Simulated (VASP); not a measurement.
**HgH3: single point with PBE**

The system is HgH3.

```xyz
8
Lattice="0.0000 3.4659 3.4659 3.4659 0.0000 3.4659 3.4659 3.4659 0.0000" Properties=species:S:1:pos:R:3 pbc="T T T"
Hg    1.7329    1.7329    1.7329
Hg    5.1988    5.1988    5.1988
H     5.9885    3.4659    3.4659
H     0.9433    3.4659    3.4659
H     3.4659    5.9885    3.4659
H     3.4659    0.9433    3.4659
H     3.4659    3.4659    5.9885
H     3.4659    3.4659    0.9433
```

The cell was built from a structure type or drawn by symmetry, and may not be a known phase.

- Program: VASP 6.6.1
- Task: single point
- Functional: PBE
- Potentials or basis: VASP PAW PBE potentials, release 64 (Hg, H)
- Cutoff: 520 eV
- k mesh: 10 × 10 × 10
- Occupations: gaussian, width 0.1 eV
- Spin: no spin polarisation

| Property | Result |
| --- | --- |
| Pressure | 0.0 GPa |
| Largest force | 0.011 eV/Å |
| Band gap on the k mesh | zero (bands 15 and 16 overlap by 0.76 eV) |

Forces in eV/Å, atoms in the order of the input:
```
Hg   0.000  0.000  0.000
Hg   0.000  0.000  0.000
H   -0.011  0.000  0.000
H    0.011  0.000  0.000
H    0.000 -0.011  0.000
H    0.000  0.011  0.000
H    0.000  0.000 -0.011
H    0.000  0.000  0.011
```

Levels at points of the mesh, in eV from the Fermi level:
```
           k point  band 11  band 12  band 13  band 14  band 15  band 16  band 17  band 18  band 19  band 20
(0.00, 0.00, 0.00)    -5.67    -3.58    -1.14    -1.14    -1.14     0.74     2.73     2.73     2.73     5.01
(0.50, 0.00, 0.00)    -6.00    -5.80    -2.65    -1.79    -1.79     1.96     2.74     2.74     5.30     7.06
(0.50, 0.50, 0.00)    -5.68    -4.68    -3.19    -3.19    -1.64     0.35     2.31     4.70     6.01     6.01
```

It took 59 s on 1 thread of Intel(R) Xeon(R) Platinum 8488C (Sapphire Rapids), with other jobs on the host, peak memory 0.24 GiB.

Caveat: spin-orbit coupling is left out, which moves the levels of the heavy elements.
